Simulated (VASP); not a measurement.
# ZnCdSe4S2 (P6/mmm) in VASP: single point with PBE

Aim: the single point of ZnCdSe4S2 with PBE.

Everything below comes from runs of VASP 6.6.1. Logs are shortened: lines on timing, memory, paths and dates and some standing lists are left out, and cuts for length are marked.

### Step 1. The cell of the first run

Symmetry: P6/mmm, No. 191, hexagonal system. The conventional cell has a = 6.674 Å, b = 6.674 Å, c = 6.806 Å, α = 90.00°, β = 90.00°, γ = 120.00°. Zn (site symmetry 6/mmm) has 2 Cd at 3.40 Å and 6 S at 3.85 Å and 12 Se at 4.44 Å within 4.5 Å. Cd (site symmetry 6/mmm) has 2 Zn at 3.40 Å and 12 Se at 4.03 Å within 4.5 Å. Within 2.9 Å of Se (site symmetry 3m) lie 1 S at 2.21 Å and 1 Se at 2.39 Å. Within 2.9 Å of S (site symmetry -6m2) lie 2 Se at 2.21 Å.

### Step 2. Single point, PBE

Contents of INCAR:

```
PREC     = Accurate       # precision mode
ENCUT    = 520            # plane-wave cutoff, eV
EDIFF    = 1E-6           # SCF threshold, eV
ISMEAR   = 0              # smearing method
SIGMA    = 0.2            # smearing width, eV
LREAL    = F              # projectors in reciprocal space
LASPH    = T              # aspherical terms in the spheres
NELM     = 80             # most SCF steps
ALGO     = Normal         # electronic algorithm
ISIF     = 2              # what is computed and relaxed
LWAVE    = F              # write WAVECAR
LCHARG   = F              # write CHGCAR
GGA      = PE             # functional
NBANDS   = 40             # bands
```

Contents of KPOINTS:

```
regular mesh
0
Gamma
  3 3 3
```

Contents of POSCAR:

```
ZnCdSe4S2
1.0
    6.6737533131      0.0000000000      0.0000000000
   -3.3368766565      5.7796399077      0.0000000000
    0.0000000000      0.0000000000      6.8063977211
Zn Cd Se S
1 1 4 2
Direct
    0.0000000000      0.0000000000      0.0000000000
    0.0000000000      0.0000000000      0.5000000000
    0.3333333333      0.6666666667      0.3246012540
    0.6666666667      0.3333333333      0.3246012540
    0.6666666667      0.3333333333      0.6753987460
    0.3333333333      0.6666666667      0.6753987460
    0.3333333333      0.6666666667      0.0000000000
    0.6666666667      0.3333333333      0.0000000000
```

Potentials or basis: VASP PAW PBE potentials, release 64 (Zn, Cd, Se, S).

Command:

```console
$ cat potpaw_PBE.64/Zn/POTCAR potpaw_PBE.64/Cd/POTCAR potpaw_PBE.64/Se/POTCAR potpaw_PBE.64/S/POTCAR > POTCAR
$ mpirun -np 1 vasp_std > vasp.out
```

OUTCAR:

```text
PREC = Accurate
   ENCUT = 520
   EDIFF = 1E-6
   ISMEAR = 0
   LREAL = F
   LASPH = T
   NELM = 80
   ISIF = 2
   GGA = PE

 ion  position               nearest neighbor table
   1  0.000  0.000  0.000-   2 3.40   2 3.40
   2  0.000  0.000  0.500-   1 3.40   1 3.40
   3  0.333  0.667  0.325-   7 2.21   6 2.39
   4  0.667  0.333  0.325-   8 2.21   5 2.39
   5  0.667  0.333  0.675-   8 2.21   4 2.39
   6  0.333  0.667  0.675-   7 2.21   3 2.39
   7  0.333  0.667  0.000-   3 2.21   6 2.21
   8  0.667  0.333  0.000-   4 2.21   5 2.21

  LATTYP: Found a hexagonal cell.
 ALAT       =     6.6737533131
 C/A-ratio  =     1.0198755336

  Lattice vectors:

 A1 = (   6.6737533131,   0.0000000000,   0.0000000000)
 A2 = (  -3.3368766565,   5.7796399077,   0.0000000000)
 A3 = (   0.0000000000,   0.0000000000,   6.8063977211)

Analysis of symmetry for initial positions (statically):
=====================================================================
 Subroutine PRICEL returns:
 Original cell was already a primitive cell.

 Routine SETGRP: Setting up the symmetry group for a
 hexagonal supercell.

 Subroutine GETGRP returns: Found 24 space group operations
 (whereof 24 operations were pure point group operations)
 out of a pool of 24 trial point group operations.

The static configuration has the point symmetry D_6h.

Analysis of symmetry for dynamics (positions and initial velocities):
=====================================================================
 Subroutine PRICEL returns:
 Original cell was already a primitive cell.

 Routine SETGRP: Setting up the symmetry group for a
 hexagonal supercell.

 Subroutine GETGRP returns: Found 24 space group operations
 (whereof 24 operations were pure point group operations)
 out of a pool of 24 trial point group operations.

The dynamic configuration has the point symmetry D_6h.

 Subroutine INISYM returns: Found 24 space group operations
 (whereof 24 operations are pure point group operations),
 and found     1 'primitive' translations

----------------------------------------------------------------------------------------

                                     Primitive cell

  volume of cell :     262.5356

  direct lattice vectors                    reciprocal lattice vectors
     6.673753313  0.000000000  0.000000000     0.149840720  0.086510580  0.000000000
    -3.336876656  5.779639908  0.000000000     0.000000000  0.173021160  0.000000000
     0.000000000  0.000000000  6.806397721     0.000000000  0.000000000  0.146920595

  length of vectors
     6.673753313  6.673753313  6.806397721     0.173021160  0.173021160  0.146920595

  position of ions in fractional coordinates (direct lattice)
     0.000000000  0.000000000  0.000000000
     0.000000000  0.000000000  0.500000000
     0.333333333  0.666666667  0.324601254
     0.666666667  0.333333333  0.324601254
     0.666666667  0.333333333  0.675398746
     0.333333333  0.666666667  0.675398746
     0.333333333  0.666666667  0.000000000
     0.666666667  0.333333333  0.000000000

  ion indices of the primitive-cell ions
   primitive index   ion index
                 1           1
                 2           2
                 3           3
                 4           4
                 5           5
                 6           6
                 7           7
                 8           8

----------------------------------------------------------------------------------------

 KPOINTS: regular mesh

Automatic generation of k-mesh.
 Grid dimensions read from file:
 generate k-points for:    3    3    3

 Generating k-lattice:

  Cartesian coordinates                     Fractional coordinates (reciprocal lattice)
     0.049946907  0.028836860  0.000000000     0.333333333  0.000000000  0.000000000
     0.000000000  0.057673720  0.000000000     0.000000000  0.333333333  0.000000000
     0.000000000  0.000000000  0.048973532     0.000000000  0.000000000  0.333333333

  Length of vectors
     0.057673720  0.057673720  0.048973532

  Shift w.r.t. Gamma in fractional coordinates (k-lattice)
     0.000000000  0.000000000  0.000000000

 Subroutine IBZKPT returns following result:
 ===========================================

 Found      6 irreducible k-points:

 Following reciprocal coordinates:
            Coordinates               Weight
  0.000000  0.000000  0.000000      1.000000
  0.333333  0.000000  0.000000      6.000000
  0.333333  0.333333  0.000000      2.000000
  0.000000  0.000000  0.333333      2.000000
  0.333333  0.000000  0.333333     12.000000
  0.333333  0.333333  0.333333      4.000000
   k-points           NKPTS =      6   k-points in BZ     NKDIM =      6   number of bands    NBANDS=     40
   number of dos      NEDOS =    301   number of ions     NIONS =      8
   total plane-waves  NPLWV = 135000
   dimension x,y,z NGX =    50 NGY =   50 NGZ =   54
   dimension x,y,z NGXF=   100 NGYF=  100 NGZF=  108
   ions per type =               1   1   4   2
   NGX,Y,Z   is equivalent  to a cutoff of  12.46, 12.46, 13.19 a.u.
   NGXF,Y,Z  is equivalent  to a cutoff of  24.91, 24.91, 26.38 a.u.
 SYSTEM =  unknown system
   PREC   = accura    normal or accurate (medium, high low for compatibility)
   ISTART =      0    job   : 0-new  1-cont  2-samecut
   ICHARG =      2    charge: 1-file 2-atom 10-const
   ISPIN  =      1    spin polarized calculation?
   LNONCOLLINEAR =      F non collinear calculations
   LSORBIT =      F    spin-orbit coupling
   LASPH  =      T    aspherical Exc in radial PAW
   ENCUT  =  520.0 eV  38.22 Ry    6.18 a.u.  12.41 12.41 12.66*2*pi/ulx,y,z
   NELM   =     80;   NELMIN=  2; NELMDL= -5     # of ELM steps
   EDIFF  = 0.1E-05   stopping-criterion for ELM
   LREAL  =      F    real-space projection
   EDIFFG = 0.1E-04   stopping-criterion for IOM
   NSW    =      0    number of steps for IOM
   IBRION =     -1    ionic relax: 0-MD 1-quasi-New 2-CG
   NFREE  =      0    steps in history (QN), initial steepest desc. (CG)
   ISIF   =      2    stress and relaxation
   ISYM   =      2    0-nonsym 1-usesym 2-fastsym
   POTIM  = 0.5000    time-step for ionic-motion
   TEBEG  =    0.0;   TEEND  =   0.0 temperature during run
   PSTRESS=    0.0 pullay stress
   NELECT =      60.0000    total number of electrons
   NUPDOWN=      -1.0000    fix difference up-down
   EMIN   =  10.00;   EMAX   =-10.00  energy-range for DOS
   EFERMI =   0.00;   METHOD = LEGACY
   ISMEAR =     0;   SIGMA  =   0.20  broadening in eV -4-tet -1-fermi 0-gaus
   EFERMI_NEDOS =   21; number of points for ismear=-14 and -15
   IALGO  =     38    algorithm
   IMIX   =      4    mixing-type and parameters
     AMIX     =   0.40;   BMIX     =  1.00
     AMIX_MAG =   1.60;   BMIX_MAG =  1.00
  volume/ion in A,a.u.               =      32.82       221.46
  Fermi-wavevector in a.u.,A,eV,Ry     =   1.000912  1.891449 13.630650  1.001825
  Thomas-Fermi vector in A             =   2.133299
   LORBIT       =      0    0 simple, 1 ext, 2 COOP (PROOUT), +10 PAW based schemes
   GGA     = PE    functional components
   LHFCALC =     F    Hartree Fock is set to
   AEXX    =    0.0000 exact exchange contribution
   IVDW    =     0    specifies the selected vdW correction
   LEPSILON=     F    determine dielectric tensor
   LRPA    =     F    only Hartree local field effects (RPA)
 non-spin polarized calculation
 Gauss-broadening in eV      SIGMA  =   0.20
  energy-cutoff  :      520.00
  volume of cell :      262.54
 maximum number of plane-waves:      7117
 NGX is ok and might be reduce to    50
   NGX = 25   NGY = 25   NGZ = 25

 number of electron      60.0000010 magnetization

 Free energy of the ion-electron system (eV)
  ---------------------------------------------------
  ext. energy  EPLUGINS =         0.00000000
  ---------------------------------------------------
  free energy    TOTEN  =       -19.86729401 eV

  energy without entropy =      -19.75327509  energy(sigma->0) =      -19.81028455

 E-fermi :   0.6457     XC(G=0):  -7.9418

 val. band max:        0.5773696099   @ k =   0.3333   0.3333   0.3333
 cond. band min:       0.6686066860   @ k =   0.3333   0.0000   0.3333
 fundamental gap:      0.0912370760
 Fermi energy:         0.6456730698

 k-point     1 :       0.0000    0.0000    0.0000
  band No.  band energies     occupation
      1     -14.8033      2.00000
      2     -14.5213      2.00000
      3     -11.9998      2.00000
      4     -11.7122      2.00000
      5     -11.4491      2.00000
      6     -11.1659      2.00000
[... 32 lines left out ...]
     39       6.1419      0.00000
     40       6.2510      0.00000

 k-point     2 :       0.3333    0.0000    0.0000
  band No.  band energies     occupation
      1     -14.7452      2.00000
      2     -14.5829      2.00000
      3     -11.9412      2.00000
      4     -11.7752      2.00000
      5     -11.3905      2.00000
      6     -11.2282      2.00000
[... 32 lines left out ...]
     39       6.2582      0.00000
     40       6.9785      0.00000

 k-point     3 :       0.3333    0.3333    0.0000
  band No.  band energies     occupation
      1     -14.6649      2.00000
      2     -14.6649      2.00000
      3     -11.8593      2.00000
      4     -11.8593      2.00000
      5     -11.3102      2.00000
      6     -11.3102      2.00000
[... 32 lines left out ...]
     39       6.1746      0.00000
     40       6.5772      0.00000

 k-point     4 :       0.0000    0.0000    0.3333
  band No.  band energies     occupation
      1     -14.4759      2.00000
      2     -14.1989      2.00000
      3     -13.4130      2.00000
      4     -13.1207      2.00000
      5      -9.5029      2.00000
      6      -9.2113      2.00000
[... 32 lines left out ...]
     39       5.2704      0.00000
     40       5.9093      0.00000

 k-point     5 :       0.3333    0.0000    0.3333
  band No.  band energies     occupation
      1     -14.4188      2.00000
      2     -14.2593      2.00000
      3     -13.3531      2.00000
      4     -13.1849      2.00000
      5      -9.4435      2.00000
      6      -9.2755      2.00000
[... 32 lines left out ...]
     39       5.3778      0.00000
     40       6.5048      0.00000

 k-point     6 :       0.3333    0.3333    0.3333
  band No.  band energies     occupation
      1     -14.3398      2.00000
      2     -14.3398      2.00000
      3     -13.2700      2.00000
      4     -13.2700      2.00000
      5      -9.3607      2.00000
      6      -9.3607      2.00000
[... 32 lines left out ...]
     39       5.3401      0.00000
     40       6.3683      0.00000

------------------------ aborting loop because EDIFF is reached ----------------------------------------

  FORCE on cell =-STRESS in cart. coord.  units (eV):
  Direction    XX          YY          ZZ          XY          YZ          ZX
  --------------------------------------------------------------------------------------
  -------------------------------------------------------------------------------------
  Total        0.0480980      0.0480980      0.1533499      0.0000000      0.0000000      0.0000000
  in kB        0.2935279      0.2935279      0.9358493      0.0000000      0.0000000      0.0000000
  external PRESSURE =       0.5076351 kB  Pullay stress =       0.0000000 kB

 VOLUME and BASIS-vectors are now :
 -----------------------------------------------------------------------------
  energy-cutoff  :      520.00
  volume of cell :      262.54
      direct lattice vectors                 reciprocal lattice vectors
     6.673753313  0.000000000  0.000000000     0.149840720  0.086510580  0.000000000
    -3.336876656  5.779639908  0.000000000     0.000000000  0.173021160  0.000000000
     0.000000000  0.000000000  6.806397721     0.000000000  0.000000000  0.146920595

 POSITION                                       TOTAL-FORCE (eV/Angst)
 -----------------------------------------------------------------------------------
      0.00000      0.00000      0.00000         0.000000      0.000000      0.000000
      0.00000      0.00000      3.40320         0.000000      0.000000      0.000000
     -0.00000      3.85309      2.20937        -0.000000      0.000000      0.033711
      3.33688      1.92655      2.20937         0.000000     -0.000000      0.033711
      3.33688      1.92655      4.59703         0.000000      0.000000     -0.033711
     -0.00000      3.85309      4.59703        -0.000000      0.000000     -0.033711
     -0.00000      3.85309      0.00000         0.000000     -0.000000     -0.000000
      3.33688      1.92655      0.00000         0.000000      0.000000      0.000000
 -----------------------------------------------------------------------------------
    total drift:                                0.000000      0.000000      0.000000

  FREE ENERGIE OF THE ION-ELECTRON SYSTEM (eV)
  ---------------------------------------------------
  free  energy   TOTEN  =       -19.8672940120 eV

  energy  without entropy=      -19.7532750879  energy(sigma->0) =      -19.81028455
```

Run time: 34 s. Hardware: 1 thread of Intel Xeon 6975P-C (Granite Rapids), shared host; peak memory 0.4 GiB.

What came out:

- Free energy: -19.8673 eV
- Pressure: 0.1 GPa
- Largest force: 0.034 eV/Å
- Band gap on the k mesh: zero (band 30 reaches 1.18 eV, above the bottom of band 31 at -0.31 eV)

Forces in eV/Å, atoms in the order of the input:
```
Zn   0.000  0.000  0.000
Cd   0.000  0.000  0.000
Se   0.000  0.000  0.034
Se   0.000  0.000  0.034
Se   0.000  0.000 -0.034
Se   0.000  0.000 -0.034
S    0.000  0.000  0.000
S    0.000  0.000  0.000
```

Caveat: the k points lie up to 0.36 Å⁻¹ apart.
